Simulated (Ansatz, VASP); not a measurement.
Two plane-wave programs on TiAl3

```
Ti Al
1.0
     4.06680    0.00000    0.00000
     0.00000    4.06680    0.00000
     0.00000    0.00000    3.88912
Ti Al
1 3
Direct
  0.00000 0.00000 0.00000
  0.50000 0.50000 0.00000
  0.50000 0.00000 0.50000
  0.00000 0.50000 0.50000
```

Change from the starting cell: strain +0.030 along x and y, -0.015 along z, atoms carried along.

Alike in both runs: task single point; functional PBEsol; k mesh 12 × 12 × 12; occupations gaussian, width 0.15 eV; no spin polarisation.

|  | VASP | Ansatz |
| --- | --- | --- |
| version | VASP 6.6.1 | Ansatz 0.2.0 |
| potentials or method | VASP PAW PBE potentials, release 64 (Ti_sv, Al), cutoff 520 eV | scalar-relativistic, plane waves, PAW |
| valence electrons in the cell | 21 | 21 |

|  | VASP | Ansatz | Ansatz less VASP |
| --- | --- | --- | --- |
| gap on the k mesh at the Fermi level (eV) | none | none | - |
| pressure (GPa) | -4.3 | -4.3 | -0.09 |
| traceless stress, the component that is largest in VASP (GPa) | 3.32 | 3.31 | -0.010 |

VASP's potentials were made for PBE, not for PBEsol. A gap of «none» marks a metal or a gap that the smearing closes.
